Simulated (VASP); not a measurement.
Input of a VASP 6.6.1 run:

The input INCAR:

```
  ALGO = Normal
  EDIFF = 1E-6
  ENCUT = 520
  ISIF = 2
  ISMEAR = 0
  LASPH = True
  LCHARG = True
  LELF = True
  LREAL = False
  LVHAR = True
  LWAVE = False
  NBANDS = 22
  NELM = 100
  PREC = Accurate
  SIGMA = 0.15
```

KPOINTS

```
k-points
0
Gamma
  10 10 10
```

File POSCAR:

```
GaSb3
1.0
    0.0000000000      3.5895271760      3.5895271760
    3.5895271760      0.0000000000      3.5895271760
    3.5895271760      3.5895271760      0.0000000000
Ga Sb
1 3
Direct
    0.0000000000      0.0000000000      0.0000000000
    0.2500000000      0.2500000000      0.2500000000
    0.7500000000      0.7500000000      0.7500000000
    0.5000000000      0.5000000000      0.5000000000
```

Potentials or basis: VASP PAW LDA potentials, release 64 (Ga_d, Sb).

Run with:

```bash
$ cat potpaw_LDA.64/Ga_d/POTCAR potpaw_LDA.64/Sb/POTCAR > POTCAR
$ mpirun -np 1 vasp_std > vasp.out
```

Q: Predict the band gap on the k mesh.

A: Zero (band 14 reaches 10.27 eV, above the bottom of band 15 at 6.06 eV).

Q: Predict the pressure.

A: 2.1 GPa.

Caveat: spin-orbit coupling is left out, which moves the levels of the heavy elements.
